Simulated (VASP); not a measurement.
Wanted: the native input for a VASP 6.6.1 run.

| Quantity | Value |
| --- | --- |
| Task | relaxation of cell and atoms |
| Functional | PBEsol |
| Potentials or basis | VASP PAW PBE potentials, release 64 (Si, Mo_sv) |
| Cutoff | 600 eV |
| k mesh | 18 × 18 × 18 |
| Occupations | gaussian, width 0.1 eV |
| Spin | no spin polarisation |
| Dipole correction | no |
| Further INCAR settings | ALGO = Normal; EDIFF = 1e-07; IBRION = 2; EDIFFG = -0.002; NSW = 100; ISIF = 3 |

The structure of Si2Mo (pbesol) lies in POSCAR:

```
Si2Mo
1.0
   -1.6000000000      1.6000000000      3.9305000000
    1.6000000000     -1.6000000000      3.9305000000
    1.6000000000      1.6000000000     -3.9305000000
Si Mo
2 1
Direct
    0.3330000000      0.3330000000      0.0000000000
    0.6670000000      0.6670000000      0.0000000000
    0.0000000000      0.0000000000      0.0000000000
```

One way to write it, as run:

INCAR

```
SYSTEM = Si2Mo
PREC = Accurate
ENCUT = 600
EDIFF = 1E-7
ISMEAR = 0
SIGMA = 0.1
LREAL = .False.
LASPH = .True.
NELM = 100
ALGO = Normal
ISIF = 3
LWAVE = .False.
LCHARG = .False.
GGA = PS
IBRION = 2
NSW = 100
EDIFFG = -0.002
```

KPOINTS

```
regular mesh
0
Gamma
  18 18 18
  0 0 0
```

Potentials or basis: VASP PAW PBE potentials, release 64 (Si, Mo_sv).

The run is started by

```console
$ cat potpaw_PBE.64/Si/POTCAR potpaw_PBE.64/Mo_sv/POTCAR > POTCAR
$ mpirun -np 1 vasp_std > vasp.out
```

It gave:

```json
{
  "Relaxed volume": "13.29 Å³/atom",
  "Relaxed cell": "a = 4.517 Å, b = 4.517 Å, c = 4.517 Å, α = 138.61°, β = 138.61°, γ = 59.96°",
  "Space group after relaxing (to 0.05 Å)": "I4/mmm (No. 139)",
  "Energy gained by relaxing": "2.9 meV/atom",
  "Ionic steps": "7",
  "Pressure after relaxing": "0.0 GPa",
  "Band gap on the k mesh": "zero (band 11 reaches 12.80 eV, above the bottom of band 12 at 11.85 eV)"
}
```

Caveat: the PAW data sets were made with another functional, which shifts forces and pressure a little.

Run time: 26 min on 1 thread of Intel(R) Xeon(R) Platinum 8259CL CPU @ 2.50GHz (Skylake/Cascade Lake) (shared host), peak memory 0.5 GiB.
